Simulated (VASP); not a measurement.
# HBr (Fmmm) in VASP: further runs

Runs on HBr. Level: PBEsol. Tasks: single point.

Everything below comes from runs of VASP 6.6.1. Logs are shortened: lines on timing, memory, paths and dates and some standing lists are left out, and cuts for length are marked.

## (1) The cell of the first run

It takes space group Fmmm (No. 69, orthorhombic). Conventional cell: a = 4.257 Å, b = 4.322 Å, c = 4.646 Å, α = 90.00°, β = 90.00°, γ = 90.00°. Within 2.8 Å of H (site symmetry mmm) lie 6 Br at 2.13 to 2.32 Å. Within 2.8 Å of Br (site symmetry mmm) lie 6 H at 2.13 to 2.32 Å.

## (2) Single point, PBEsol (volume scaled by 0.45)

Input file INCAR:

```
SYSTEM = HBr
  ALGO = Normal
  EDIFF = 1E-6
  ENCUT = 520
  GGA = PS
  ISIF = 2
  ISMEAR = -1
  LASPH = .TRUE.
  LCHARG = .FALSE.
  LREAL = .FALSE.
  LWAVE = .FALSE.
  NBANDS = 11
  NELM = 80
  PREC = Accurate
  SIGMA = 0.03
```

Input file KPOINTS:

```
k-points
0
G
  9 9 9
  0 0 0
```

Input file POSCAR:

```
HBr
1.0
    0.0000000000      2.1609925994      2.3230670443
    2.1284244485      0.0000000000      2.3230670443
    2.1284244485      2.1609925994      0.0000000000
H Br
1 1
Direct
    0.0000000000      0.0000000000      0.0000000000
    0.5000000000      0.5000000000      0.5000000000
```

Potentials or basis: VASP PAW PBE potentials, release 64 (H, Br).

The run is started by

```console
$ cat potpaw_PBE.64/H/POTCAR potpaw_PBE.64/Br/POTCAR > POTCAR
$ mpirun -np 1 vasp_std > vasp.out
```

OUTCAR:

```text
SYSTEM = HBr
   EDIFF = 1E-6
   ENCUT = 520
   GGA = PS
   ISIF = 2
   ISMEAR = -1
   LASPH = .TRUE.
   LREAL = .FALSE.
   NELM = 80
   PREC = Accurate

 ion  position               nearest neighbor table
   1  0.000  0.000  0.000-
   2  0.500  0.500  0.500-

  LATTYP: Found a face centered orthorhombic cell.
 ALAT       =     4.2568488970
 B/A-ratio  =     1.0153015302
 C/A-ratio  =     1.0914491449

  Lattice vectors:

 A1 = (   0.0000000000,   2.1609925994,   2.3230670443)
 A2 = (   2.1284244485,   0.0000000000,   2.3230670443)
 A3 = (   2.1284244485,   2.1609925994,   0.0000000000)

Analysis of symmetry for initial positions (statically):
=====================================================================
 Subroutine PRICEL returns:
 Original cell was already a primitive cell.

 Routine SETGRP: Setting up the symmetry group for a
 face centered orthorhombic supercell.

 Subroutine GETGRP returns: Found  8 space group operations
 (whereof  8 operations were pure point group operations)
 out of a pool of  8 trial point group operations.

The static configuration has the point symmetry D_2h.

Analysis of symmetry for dynamics (positions and initial velocities):
=====================================================================
 Subroutine PRICEL returns:
 Original cell was already a primitive cell.

 Routine SETGRP: Setting up the symmetry group for a
 face centered orthorhombic supercell.

 Subroutine GETGRP returns: Found  8 space group operations
 (whereof  8 operations were pure point group operations)
 out of a pool of  8 trial point group operations.

The dynamic configuration has the point symmetry D_2h.

 Subroutine INISYM returns: Found  8 space group operations
 (whereof  8 operations are pure point group operations),
 and found     1 'primitive' translations

----------------------------------------------------------------------------------------

                                     Primitive cell

  volume of cell :      21.3699

  direct lattice vectors                    reciprocal lattice vectors
     0.000000000  2.160992599  2.323067044    -0.234915550  0.231375156  0.215232703
     2.128424449  0.000000000  2.323067044     0.234915550 -0.231375156  0.215232703
     2.128424449  2.160992599  0.000000000     0.234915550  0.231375156 -0.215232703

  length of vectors
     3.172779461  3.150687405  3.033163307     0.393757406  0.393757406  0.393757406

  position of ions in fractional coordinates (direct lattice)
     0.000000000  0.000000000  0.000000000
     0.500000000  0.500000000  0.500000000

  ion indices of the primitive-cell ions
   primitive index   ion index
                 1           1
                 2           2

----------------------------------------------------------------------------------------

 KPOINTS: k-points

Automatic generation of k-mesh.
 Grid dimensions read from file:
 generate k-points for:    9    9    9

 Generating k-lattice:

  Cartesian coordinates                     Fractional coordinates (reciprocal lattice)
    -0.026101728  0.025708351  0.023914745     0.111111111  0.000000000  0.000000000
     0.026101728 -0.025708351  0.023914745     0.000000000  0.111111111  0.000000000
     0.026101728  0.025708351 -0.023914745    -0.000000000 -0.000000000  0.111111111

  Length of vectors
     0.043750823  0.043750823  0.043750823

  Shift w.r.t. Gamma in fractional coordinates (k-lattice)
     0.000000000  0.000000000  0.000000000

 Subroutine IBZKPT returns following result:
 ===========================================

 Found    125 irreducible k-points:

 Following reciprocal coordinates:
            Coordinates               Weight
  0.000000  0.000000  0.000000      1.000000
  0.111111  0.000000  0.000000      8.000000
  0.222222  0.000000  0.000000      8.000000
  0.333333  0.000000  0.000000      8.000000
  0.444444  0.000000  0.000000      8.000000
  0.111111  0.111111  0.000000      2.000000
[... 16 lines left out ...]
 -0.333333  0.333333 -0.000000      4.000000
  0.444444  0.444444  0.000000      2.000000
 [... further k-points ...]
   k-points           NKPTS =    125   k-points in BZ     NKDIM =    125   number of bands    NBANDS=     11
   number of dos      NEDOS =    301   number of ions     NIONS =      2
   total plane-waves  NPLWV =  13824
   dimension x,y,z NGX =    24 NGY =   24 NGZ =   24
   dimension x,y,z NGXF=    48 NGYF=   48 NGZF=   48
   ions per type =               1   1
   NGX,Y,Z   is equivalent  to a cutoff of  12.58, 12.66, 13.15 a.u.
   NGXF,Y,Z  is equivalent  to a cutoff of  25.15, 25.33, 26.31 a.u.
 SYSTEM =  HBr
   PREC   = accura    normal or accurate (medium, high low for compatibility)
   ISTART =      0    job   : 0-new  1-cont  2-samecut
   ICHARG =      2    charge: 1-file 2-atom 10-const
   ISPIN  =      1    spin polarized calculation?
   LNONCOLLINEAR =      F non collinear calculations
   LSORBIT =      F    spin-orbit coupling
   LASPH  =      T    aspherical Exc in radial PAW
   ENCUT  =  520.0 eV  38.22 Ry    6.18 a.u.   5.90  5.86  5.64*2*pi/ulx,y,z
   NELM   =     80;   NELMIN=  2; NELMDL= -5     # of ELM steps
   EDIFF  = 0.1E-05   stopping-criterion for ELM
   LREAL  =      F    real-space projection
   EDIFFG = 0.1E-04   stopping-criterion for IOM
   NSW    =      0    number of steps for IOM
   IBRION =     -1    ionic relax: 0-MD 1-quasi-New 2-CG
   NFREE  =      0    steps in history (QN), initial steepest desc. (CG)
   ISIF   =      2    stress and relaxation
   ISYM   =      2    0-nonsym 1-usesym 2-fastsym
   POTIM  = 0.5000    time-step for ionic-motion
   TEBEG  =    0.0;   TEEND  =   0.0 temperature during run
   PSTRESS=    0.0 pullay stress
   NELECT =       8.0000    total number of electrons
   NUPDOWN=      -1.0000    fix difference up-down
   EMIN   =  10.00;   EMAX   =-10.00  energy-range for DOS
   EFERMI =   0.00;   METHOD = LEGACY
   ISMEAR =    -1;   SIGMA  =   0.03  broadening in eV -4-tet -1-fermi 0-gaus
   EFERMI_NEDOS =   21; number of points for ismear=-14 and -15
   IALGO  =     38    algorithm
   IMIX   =      4    mixing-type and parameters
     AMIX     =   0.40;   BMIX     =  1.00
     AMIX_MAG =   1.60;   BMIX_MAG =  1.00
  volume/ion in A,a.u.               =      10.68        72.11
  Fermi-wavevector in a.u.,A,eV,Ry     =   1.179878  2.229646 18.940832  1.392112
  Thomas-Fermi vector in A             =   2.316181
   LORBIT       =      0    0 simple, 1 ext, 2 COOP (PROOUT), +10 PAW based schemes
   GGA     = PS    functional components
   LHFCALC =     F    Hartree Fock is set to
   AEXX    =    0.0000 exact exchange contribution
   IVDW    =     0    specifies the selected vdW correction
   LEPSILON=     F    determine dielectric tensor
   LRPA    =     F    only Hartree local field effects (RPA)
 non-spin polarized calculation
  energy-cutoff  :      520.00
  volume of cell :       21.37
 maximum number of plane-waves:       592
   NGX = 11   NGY = 11   NGZ = 11

 number of electron       7.9999998 magnetization

 Free energy of the ion-electron system (eV)
  ---------------------------------------------------
  ext. energy  EPLUGINS =         0.00000000
  ---------------------------------------------------
  free energy    TOTEN  =        -3.42586415 eV

  energy without entropy =       -3.42395279  energy(sigma->0) =       -3.42490847

 E-fermi :   5.6690     XC(G=0): -11.2343

 val. band max:        5.6117124311   @ k =   0.4444   0.0000   0.0000
 cond. band min:       5.6821814126   @ k =   0.1111   0.1111   0.0000
 fundamental gap:      0.0704689814
 Fermi energy:         5.6690019695

 k-point     1 :       0.0000    0.0000    0.0000
  band No.  band energies     occupation
      1     -12.5074      2.00000
      2       5.9897      0.00005
      3       6.0655      0.00000
      4       6.1788      0.00000
      5       6.5287      0.00000
      6      16.2932      0.00000
      7      17.2089      0.00000
      8      17.3769      0.00000
      9      19.3757      0.00000
     10      21.2921      0.00000
     11      21.8720      0.00000

 k-point     2 :       0.1111    0.0000    0.0000
  band No.  band energies     occupation
      1     -12.2869      2.00000
      2       3.7408      2.00000
      3       5.9449      0.00020
      4       5.9678      0.00009
      5       8.1718      0.00000
      6      16.0701      0.00000
      7      16.8193      0.00000
      8      17.6517      0.00000
      9      18.7662      0.00000
     10      20.9367      0.00000
     11      21.7056      0.00000

 k-point     3 :       0.2222    0.0000    0.0000
  band No.  band energies     occupation
      1     -11.6526      2.00000
      2       0.9887      2.00000
      3       5.4967      1.99361
      4       5.8208      0.01261
      5       9.1711      0.00000
      6      14.5375      0.00000
      7      16.5310      0.00000
      8      17.7175      0.00000
      9      19.6752      0.00000
     10      20.2816      0.00000
     11      20.9614      0.00000

 k-point     4 :       0.3333    0.0000    0.0000
  band No.  band energies     occupation
      1     -10.7219      2.00000
      2      -1.5220      2.00000
      3       5.0530      2.00000
      4       5.6857      0.72854
      5       9.6384      0.00000
      6      13.1994      0.00000
      7      15.5457      0.00000
      8      16.5992      0.00000
      9      21.6340      0.00000
     10      22.1550      0.00000
     11      22.8734      0.00000

 k-point     5 :       0.4444    0.0000    0.0000
  band No.  band energies     occupation
      1      -9.8703      2.00000
      2      -3.2080      2.00000
      3       4.7932      2.00000
      4       5.6117      1.74196
      5       9.9038      0.00000
      6      12.3973      0.00000
      7      14.8582      0.00000
      8      15.8621      0.00000
      9      23.8049      0.00000
     10      24.7374      0.00000
     11      25.8259      0.00000
[... 211 lines left out ...]
 k-point    21 :       0.4444    0.3333   -0.0000
  band No.  band energies     occupation
      1      -9.8979      2.00000
      2      -0.5843      2.00000
      3       2.0034      2.00000
      4       3.8765      2.00000
      5       5.5877      1.87542
      6      12.8365      0.00000
      7      21.3594      0.00000
      8      22.2570      0.00000
      9      23.0340      0.00000
     10      26.8399      0.00000
     11      27.2821      0.00000

 k-point    22 :      -0.4444    0.3333   -0.0000
  band No.  band energies     occupation
      1      -9.3427      2.00000
      2      -1.1035      2.00000
      3       0.1470      2.00000
      4       4.0850      2.00000
      5       6.6207      0.00000
      6      14.6136      0.00000
      7      20.5893      0.00000
      8      20.7768      0.00000
      9      22.1480      0.00000
     10      26.0067      0.00000
     11      27.2335      0.00000

 k-point    23 :      -0.3333    0.3333   -0.0000
  band No.  band energies     occupation
      1      -9.1869      2.00000
      2      -1.9744      2.00000
      3       0.2046      2.00000
      4       4.5997      2.00000
      5       7.6766      0.00000
      6      16.0023      0.00000
      7      18.9311      0.00000
      8      19.2105      0.00000
      9      22.3331      0.00000
     10      23.6663      0.00000
     11      25.7864      0.00000

 k-point    24 :       0.4444    0.4444    0.0000
  band No.  band energies     occupation
      1      -9.6168      2.00000
      2      -1.1038      2.00000
      3       3.4985      2.00000
      4       3.5549      2.00000
      5       3.6566      2.00000
      6      11.7679      0.00000
      7      24.0375      0.00000
      8      25.3156      0.00000
      9      25.7689      0.00000
     10      25.9138      0.00000
     11      26.4840      0.00000

 [... further k-points ...]

------------------------ aborting loop because EDIFF is reached ----------------------------------------

  FORCE on cell =-STRESS in cart. coord.  units (eV):
  Direction    XX          YY          ZZ          XY          YZ          ZX
  --------------------------------------------------------------------------------------
  -------------------------------------------------------------------------------------
  Total        2.0850297      2.7070724      3.4558138      0.0000000      0.0000000      0.0000000
  in kB      156.3218052    202.9584785    259.0941810      0.0000000      0.0000000      0.0000000
  external PRESSURE =     206.1248216 kB  Pullay stress =       0.0000000 kB

 VOLUME and BASIS-vectors are now :
 -----------------------------------------------------------------------------
  energy-cutoff  :      520.00
  volume of cell :       21.37
      direct lattice vectors                 reciprocal lattice vectors
     0.000000000  2.160992599  2.323067044    -0.234915550  0.231375156  0.215232703
     2.128424449  0.000000000  2.323067044     0.234915550 -0.231375156  0.215232703
     2.128424449  2.160992599  0.000000000     0.234915550  0.231375156 -0.215232703

 POSITION                                       TOTAL-FORCE (eV/Angst)
 -----------------------------------------------------------------------------------
      0.00000      0.00000      0.00000         0.000000     -0.000000     -0.000000
      2.12842      2.16099      2.32307        -0.000000      0.000000      0.000000
 -----------------------------------------------------------------------------------
    total drift:                               -0.000000     -0.000000      0.000000

  FREE ENERGIE OF THE ION-ELECTRON SYSTEM (eV)
  ---------------------------------------------------
  free  energy   TOTEN  =        -3.4258641532 eV

  energy  without entropy=       -3.4239527858  energy(sigma->0) =       -3.42490847
```

It took 11 s on 1 thread of Intel Xeon Platinum 8488C (Sapphire Rapids), shared host; peak memory 0.15 GiB.

Results:

- Free energy: -3.4259 eV
- Pressure: 20.6 GPa
- Band gap on the k mesh: zero (band 4 reaches 6.18 eV, above the bottom of band 5 at 3.22 eV)

Stress tensor (GPa, compression positive):
```
15.63  0.00  0.00
 0.00 20.30  0.00
 0.00  0.00 25.91
```

Levels at points of the mesh, in eV from the Fermi level:
| k point | band 2 | band 3 | band 4 | band 5 | band 6 | band 7 |
| --- | --- | --- | --- | --- | --- | --- |
| (0.00, 0.00, 0.00) | 0.32 | 0.40 | 0.51 | 0.86 | 10.62 | 11.54 |

Caveat: the PAW data sets were made with another functional, which shifts forces and pressure a little.

(Part 1 of 3 ends here.)
